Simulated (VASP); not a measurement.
Cu: relaxation of shape and atoms at fixed volume with PBEsol

The system is Cu.

```
Cu
1.0
    -1.39521    1.39521    1.32768
     1.39521   -1.39521    1.32768
     1.39521    1.39521   -1.32768
Cu
1
Direct
  0.00000 0.00000 0.00000
```

This cell differs from its parent crystal: volume scaled by 0.91.

- Program: VASP 6.6.1
- Task: relaxation of shape and atoms at fixed volume
- Functional: PBEsol
- Potentials or basis: VASP PAW PBE potentials, release 64 (Cu)
- Cutoff: 600 eV
- k mesh: 20 × 20 × 20
- Occupations: gaussian, width 0.1 eV
- Spin: no spin polarisation
- Dipole correction: no
- Further INCAR settings: ALGO = Normal; EDIFF = 1e-06; IBRION = 2; EDIFFG = -0.01; NSW = 50; ISIF = 4

The pressure after relaxing is 20.6 GPa.

Stress tensor (GPa, compression positive):
```
20.51  0.00  0.00
 0.00 20.51  0.00
 0.00  0.00 20.68
```

Final structure:
```
Cu
1.0
    -1.39521    1.39521    1.32768
     1.39521   -1.39521    1.32768
     1.39521    1.39521   -1.32768
Cu
1
Direct
  0.00000 0.00000 0.00000
```

Levels at points of the mesh, in eV from the Fermi level:
| k point | band 2 | band 3 | band 4 | band 5 | band 6 | band 7 | band 8 | band 9 |
| --- | --- | --- | --- | --- | --- | --- | --- | --- |
| (0.00, 0.00, 0.00) | -3.74 | -3.50 | -3.50 | -2.49 | -2.23 | 25.81 | 25.81 | 27.17 |
| (0.50, 0.00, 0.00) | -4.56 | -2.38 | -2.11 | -1.45 | -0.85 | 5.28 | 18.13 | 18.70 |
| (0.50, 0.50, 0.00) | -4.27 | -2.57 | -2.28 | -1.48 | -1.28 | 4.70 | 19.46 | 20.33 |
| (0.50, 0.50, 0.50) | -5.46 | -1.68 | -1.68 | -1.62 | 8.08 | 8.08 | 10.15 | 14.09 |

It took 36 s on 1 thread of AMD EPYC 9R45 96-Core Processor (Zen 5) (shared host), peak memory 0.16 GiB.

Caveat: the relaxation stopped at its first step, so nothing moved; the PAW data sets were made with another functional, which shifts forces and pressure a little.
